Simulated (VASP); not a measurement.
Write the native input for VASP 6.6.1 that does the following.

```
Task                   : single point
Functional             : PBE
Potentials or basis    : VASP PAW PBE potentials, release 64 (Al, O, H)
Cutoff                 : 520 eV
k mesh                 : 5 × 5 × 1
Occupations            : gaussian, width 0.1 eV
Spin                   : collinear spin, ferromagnetic start
Starting moments       : [0.0, 0.0, 0.0, 0.0, 0.0, 0.0, 0.0, 0.0, 0.0, 0.0, 0.0, 0.0, 1.0, 0.0] μB
Dipole correction      : yes
Further INCAR settings : ALGO = Normal; EDIFF = 1e-07; NBANDS = 38
```

The structure of Al12HO lies in POSCAR:

```
Al12HO
1.0
    5.7143028096      0.0000000000      0.0000000000
    0.0000000000      5.7143028096      0.0000000000
    0.0000000000      0.0000000000     22.1750227687
Al O H
12 1 1
Direct
    0.2500000000      0.2500000000      0.1803831293
    0.2500000000      0.7500000000      0.1803831293
    0.7500000000      0.2500000000      0.1803831293
    0.7500000000      0.7500000000      0.1803831293
    0.0000000000      0.0000000000      0.2744094920
    0.0000000000      0.5000000000      0.2744094920
    0.5000000000      0.0000000000      0.2744094920
    0.5000000000      0.5000000000      0.2744094920
    0.2500000000      0.2500000000      0.3686590473
    0.2500000000      0.7500000000      0.3686590473
    0.7500000000      0.2500000000      0.3686590473
    0.7500000000      0.7500000000      0.3686590473
    0.5000000000      0.5000000000      0.3776782038
    0.6071648556      0.6071648556      0.4002260950
```

The input as run:

INCAR

```
PREC = Accurate ; ENCUT = 520
EDIFF = 1E-7 ; ISMEAR = 0
SIGMA = 0.1 ; LREAL = F
LASPH = T ; NELM = 150
ALGO = Normal ; ISIF = 2
LWAVE = F ; LCHARG = F
ISPIN = 2 ; MAGMOM = 0 0 0 0 0 0 0 0 0 0 0 0 1 0
LORBIT = 11 ; LDIPOL = T
IDIPOL = 3 ; DIPOL = 0.5 0.5 0.291
GGA = PE ; NBANDS = 38
```

KPOINTS

```
Automatic mesh
0
Gamma
  5 5 1
```

Potentials or basis: VASP PAW PBE potentials, release 64 (Al, O, H).

Launch:

```bash
$ cat potpaw_PBE.64/Al/POTCAR potpaw_PBE.64/O/POTCAR potpaw_PBE.64/H/POTCAR > POTCAR
$ mpirun -np 1 vasp_std > vasp.out
```

It gave:

| Item | Value |
| --- | --- |
| Largest force | 9.674 eV/Å |
| Net moment | 0.00 μB per cell |
| Valence electrons inside the program's atomic spheres | Al 0.76, 0.77, 0.75, 0.86 (each value once); O 5.19; H 0.82 |

Run time: 12 min on 1 thread of AMD EPYC 9R45 (Zen 5) (shared host), peak memory 1 GiB.
